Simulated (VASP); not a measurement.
# TiO2 (P4_2/mnm) in VASP: further runs, part 2 of 2

VASP 6.6.1. Earlier steps stand in the parts before.

## Step 3: Single point, PBEsol+U, collinear spin

INCAR reads:

```
SYSTEM = TiO2
  PREC = Accurate
  ENCUT = 910
  EDIFF = 1E-6
  ISMEAR = -1
  SIGMA = 0.1
  LREAL = .FALSE.
  LASPH = .TRUE.
  NELM = 200
  ALGO = Normal
  ISIF = 2
  LWAVE = .FALSE.
  LCHARG = .TRUE.
  ISPIN = 2
  MAGMOM = 1 -1 0 0 0 0
  LORBIT = 11
  LMAXMIX = 4
  LDAU = .TRUE.
  LDAUTYPE = 2
  LDAUL = 2 -1
  LDAUU = 3.5 0
  LDAUJ = 0 0
  LDAUPRINT = 1
  GGA = PS
  LELF = .TRUE.
  LVHAR = .TRUE.
  NBANDS = 37
  GGA_COMPAT = .FALSE.
```

KPOINTS reads:

```
Automatic mesh
0
G
  4 4 7
  0 0 0
```

POSCAR reads:

```
TiO2
1.0
    4.5941000000      0.0000000000      0.0000000000
    0.0000000000      4.5941000000      0.0000000000
    0.0000000000      0.0000000000      2.9589000000
Ti O
2 4
Direct
    0.0000000000      0.0000000000      0.0000000000
    0.5000000000      0.5000000000      0.5000000000
    0.3057000000      0.3057000000      0.0000000000
    0.1943000000      0.8057000000      0.5000000000
    0.6943000000      0.6943000000      0.0000000000
    0.8057000000      0.1943000000      0.5000000000
```

Potentials or basis: VASP PAW PBE potentials, release 64 (Ti_sv, O_h).

Launch:

```
> cat potpaw_PBE.64/Ti_sv/POTCAR potpaw_PBE.64/O_h/POTCAR > POTCAR
> mpirun -np 1 vasp_std > vasp.out
```

OUTCAR:

```text
SYSTEM = TiO2
   PREC = Accurate
   ENCUT = 910
   EDIFF = 1E-6
   ISMEAR = -1
   LREAL = .FALSE.
   LASPH = .TRUE.
   NELM = 200
   ISIF = 2
   ISPIN = 2
   LORBIT = 11
   GGA = PS

 ion  position               nearest neighbor table
   1  0.000  0.000  0.000-   4 1.94   6 1.94   4 1.94   6 1.94   5 1.99   3 1.99
   2  0.500  0.500  0.500-   3 1.94   5 1.94   3 1.94   5 1.94   4 1.99   6 1.99
   3  0.306  0.306  0.000-   2 1.94   2 1.94   1 1.99
   4  0.194  0.806  0.500-   1 1.94   1 1.94   2 1.99
   5  0.694  0.694  0.000-   2 1.94   2 1.94   1 1.99
   6  0.806  0.194  0.500-   1 1.94   1 1.94   2 1.99

  LATTYP: Found a simple tetragonal cell.
 ALAT       =     4.5941000000
 C/A-ratio  =     0.6440652141

  Lattice vectors:

 A1 = (   4.5941000000,   0.0000000000,   0.0000000000)
 A2 = (   0.0000000000,   4.5941000000,   0.0000000000)
 A3 = (   0.0000000000,   0.0000000000,   2.9589000000)

Analysis of symmetry for initial positions (statically):
=====================================================================
 Subroutine PRICEL returns:
 Original cell was already a primitive cell.

 Routine SETGRP: Setting up the symmetry group for a
 simple tetragonal supercell.

 Subroutine GETGRP returns: Found 16 space group operations
 (whereof  8 operations were pure point group operations)
 out of a pool of 16 trial point group operations.

The static configuration has the point symmetry D_2h.
 The point group associated with its full space group is D_4h.

Analysis of symmetry for dynamics (positions and initial velocities):
=====================================================================
 Subroutine PRICEL returns:
 Original cell was already a primitive cell.

 Routine SETGRP: Setting up the symmetry group for a
 simple tetragonal supercell.

 Subroutine GETGRP returns: Found 16 space group operations
 (whereof  8 operations were pure point group operations)
 out of a pool of 16 trial point group operations.

The dynamic configuration has the point symmetry D_2h.
 The point group associated with its full space group is D_4h.

Analysis of structural, dynamic, and magnetic symmetry:
=====================================================================
 Subroutine PRICEL returns:
 Original cell was already a primitive cell.

 Routine SETGRP: Setting up the symmetry group for a
 simple tetragonal supercell.

 Subroutine GETGRP returns: Found 16 space group operations
 (whereof  8 operations were pure point group operations)
 out of a pool of 16 trial point group operations.

The overall configuration has the point symmetry D_2h.
 The point group associated with its full space group is D_4h.

 Subroutine INISYM returns: Found 16 space group operations
 (whereof  8 operations are pure point group operations),
 and found     1 'primitive' translations

[... 199 lines left out ...]

  o =  0.0857  v =  0.0000  0.0000  0.0000  0.0000  0.0000 -0.5551  0.0000  0.8318 -0.0000 -0.0000      0.0000  0.0000  0.0000  0.0000  0.0000  0.0000  0.0000  0.0000  0.0000  0.0000
  o =  0.0857  v = -0.5551  0.0000  0.8318  0.0000 -0.0000  0.0000  0.0000  0.0000  0.0000  0.0000      0.0000  0.0000  0.0000  0.0000  0.0000  0.0000  0.0000  0.0000  0.0000  0.0000
  o =  0.1032  v =  0.0000  0.0000  0.0000  0.0000  0.0000 -0.0000 -0.0000  0.0000  0.0000  1.0000      0.0000  0.0000  0.0000  0.0000  0.0000  0.0000  0.0000  0.0000  0.0000  0.0000
  o =  0.1032  v = -0.0000 -0.0000  0.0000  0.0000  1.0000  0.0000  0.0000  0.0000  0.0000  0.0000      0.0000  0.0000  0.0000  0.0000  0.0000  0.0000  0.0000  0.0000  0.0000  0.0000
  o =  0.1032  v =  0.0000  0.0000  0.0000  0.0000  0.0000  0.0000  0.7071 -0.0000 -0.7071  0.0000      0.0000  0.0000  0.0000  0.0000  0.0000  0.0000  0.0000  0.0000  0.0000  0.0000
  o =  0.1032  v =  0.0000  0.7071  0.0000 -0.7071  0.0000  0.0000  0.0000  0.0000  0.0000  0.0000      0.0000  0.0000  0.0000  0.0000  0.0000  0.0000  0.0000  0.0000  0.0000  0.0000
  o =  0.2467  v =  0.0000  0.0000  0.0000  0.0000  0.0000 -0.8318 -0.0000 -0.5551 -0.0000 -0.0000      0.0000  0.0000  0.0000  0.0000  0.0000  0.0000  0.0000  0.0000  0.0000  0.0000
  o =  0.2468  v = -0.8318  0.0000 -0.5551  0.0000 -0.0000  0.0000  0.0000  0.0000  0.0000  0.0000      0.0000  0.0000  0.0000  0.0000  0.0000  0.0000  0.0000  0.0000  0.0000  0.0000
  o =  0.2773  v =  0.0000  0.0000  0.0000  0.0000  0.0000  0.0000 -0.7071  0.0000 -0.7071 -0.0000      0.0000  0.0000  0.0000  0.0000  0.0000  0.0000  0.0000  0.0000  0.0000  0.0000
  o =  0.2773  v =  0.0000 -0.7071  0.0000 -0.7071 -0.0000  0.0000  0.0000  0.0000  0.0000  0.0000      0.0000  0.0000  0.0000  0.0000  0.0000  0.0000  0.0000  0.0000  0.0000  0.0000

 number of electron      48.0000006 magnetization       0.0000000

 Free energy of the ion-electron system (eV)
  ---------------------------------------------------
  ext. energy  EPLUGINS =         0.00000000
  ---------------------------------------------------
  free energy    TOTEN  =       -51.41324655 eV

  energy without entropy =      -51.41324407  energy(sigma->0) =      -51.41324531

 E-fermi :   6.5437     XC(G=0): -11.7147

 val. band max:        5.4718547958   @ k =   0.0000   0.0000   0.0000
 cond. band min:       7.7823050505   @ k =   0.0000   0.0000   0.0000
 fundamental gap:      2.3104502547
 Fermi energy:         6.5436852679

 spin component 1

 k-point     1 :       0.0000    0.0000    0.0000
  band No.  band energies     occupation
      1     -52.0729      1.00000
      2     -52.0563      1.00000
      3     -28.4477      1.00000
      4     -28.4476      1.00000
      5     -28.2922      1.00000
      6     -28.2921      1.00000
[... 925 lines left out ...]
     35      16.7734      0.00000
     36      16.7734      0.00000
 Fermi energy:         6.5436852679

 spin component 2

 k-point     1 :       0.0000    0.0000    0.0000
  band No.  band energies     occupation
      1     -52.0729      1.00000
      2     -52.0563      1.00000
      3     -28.4477      1.00000
      4     -28.4476      1.00000
      5     -28.2922      1.00000
      6     -28.2921      1.00000
[... 925 lines left out ...]
     35      16.7734      0.00000
     36      16.7734      0.00000
 [bands above 36 left out]

------------------------ aborting loop because EDIFF is reached ----------------------------------------

  FORCE on cell =-STRESS in cart. coord.  units (eV):
  Direction    XX          YY          ZZ          XY          YZ          ZX
  --------------------------------------------------------------------------------------
  -------------------------------------------------------------------------------------
  Total        1.6202237      1.6202237      2.7494151      0.0000000      0.0000000      0.0000000
  in kB       41.5675470     41.5675470     70.5374440      0.0000000      0.0000000      0.0000000
  external PRESSURE =      51.2241793 kB  Pullay stress =       0.0000000 kB

 VOLUME and BASIS-vectors are now :
 -----------------------------------------------------------------------------
  energy-cutoff  :      910.00
  volume of cell :       62.45
      direct lattice vectors                 reciprocal lattice vectors
     4.594100000  0.000000000  0.000000000     0.217670490  0.000000000  0.000000000
     0.000000000  4.594100000  0.000000000     0.000000000  0.217670490  0.000000000
     0.000000000  0.000000000  2.958900000     0.000000000  0.000000000  0.337963432

 POSITION                                       TOTAL-FORCE (eV/Angst)
 -----------------------------------------------------------------------------------
      0.00000      0.00000      0.00000        -0.000000      0.000000      0.000000
      2.29705      2.29705      1.47945        -0.000000      0.000000      0.000000
      1.40442      1.40442      0.00000        -0.185791     -0.185791      0.000000
      0.89263      3.70147      1.47945         0.185791     -0.185791      0.000000
      3.18968      3.18968      0.00000         0.185791      0.185791     -0.000000
      3.70147      0.89263      1.47945        -0.185791      0.185791     -0.000000
 -----------------------------------------------------------------------------------
    total drift:                                0.000000     -0.000000     -0.000000

  FREE ENERGIE OF THE ION-ELECTRON SYSTEM (eV)
  ---------------------------------------------------
  free  energy   TOTEN  =       -51.4132465536 eV

  energy  without entropy=      -51.4132440726  energy(sigma->0) =      -51.41324531

 total charge

# of ion       s       p       d       tot
------------------------------------------
    1        2.235   6.323   1.603  10.162
    2        2.235   6.323   1.603  10.162
    3        1.037   2.348   0.000   3.385
    4        1.037   2.348   0.000   3.385
    5        1.037   2.348   0.000   3.385
    6        1.037   2.348   0.000   3.385
--------------------------------------------------
tot          8.619  22.038   3.207  33.864

 magnetization (x)

# of ion       s       p       d       tot
------------------------------------------
    1       -0.000   0.000  -0.000  -0.000
    2        0.000  -0.000   0.000   0.000
    3        0.000   0.000   0.000   0.000
    4       -0.000  -0.000   0.000  -0.000
    5        0.000   0.000   0.000   0.000
    6       -0.000  -0.000   0.000  -0.000
--------------------------------------------------
tot          0.000   0.000   0.000   0.000
```

Run time: 1.7 min. Hardware: 1 thread of Intel Xeon 6975P-C (Granite Rapids), shared host; peak memory 0.4 GiB.

What came out:

```
Free energy                                           : -51.4132 eV
Pressure                                              : 5.1 GPa
Largest force                                         : 0.263 eV/Å
Band gap on the k mesh                                : 2.31 eV
Net moment                                            : 0.00 μB per cell
Valence electrons inside the program's atomic spheres : Ti 10.16; O 3.38
```

Forces in eV/Å, atoms in the order of the input:
```
Ti   0.000  0.000  0.000
Ti   0.000  0.000  0.000
O   -0.186 -0.186  0.000
O    0.186 -0.186  0.000
O    0.186  0.186  0.000
O   -0.186  0.186  0.000
```

Eigenvalues of the final occupation matrices:
```tsv
site	spin	trace	eigenvalues
site 1 d	1	0.82	0.09 0.10 0.10 0.25 0.28
site 1 d	2	0.82	0.09 0.10 0.10 0.25 0.28
site 2 d	1	0.82	0.09 0.10 0.10 0.25 0.28
site 2 d	2	0.82	0.09 0.10 0.10 0.25 0.28
```

Caveat: the cutoff is under 1.25 times the usual one of these potentials, so pressure, stress and relaxed cells hold a basis-set (Pulay) error; the cell stands under pressure; the PAW data sets were made with another functional, which shifts forces and pressure a little; an odd mesh through Γ misses points on the zone boundary, where band edges can lie.
